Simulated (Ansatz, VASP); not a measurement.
**Two plane-wave programs on InPd**

```
In Pd
1.0
     0.00000    2.74607    2.74607
     2.74607    0.00000    2.74607
     2.74607    2.74607    0.00000
In Pd
1 1
Direct
  0.00000 0.00000 0.00000
  0.50000 0.50000 0.50000
```

Alike in both runs: functional r2SCAN; k mesh 8 × 8 × 8; occupations fermi-dirac, width 0.05 eV; non-collinear spin, spin-orbit coupling.

|  | VASP | Ansatz |
| --- | --- | --- |
| version | VASP 6.6.1 | Ansatz 0.2.0 |
| potentials or method | VASP PAW PBE potentials, release 64 (In_d, Pd) | Ansatz PAW |
| plane-wave cutoff (eV) | 520 | 500 |
| valence electrons in the cell | 23 | 31 |
| task | single point | band structure |

Ansatz gave:

| Quantity | Value |
| --- | --- |
| pressure (GPa) | -3.0 |
| net moment per atom (μB) | 0.00 |

Task: What did VASP give for the same quantities?

Result: Pressure (GPa): -2.6; net moment per atom (μB): 0.00.

VASP's potentials were made for PBE, not for r2SCAN. VASP's potentials hold 23 valence electrons a cell and Ansatz's 31, so a difference there can come from the potentials and not from the codes.
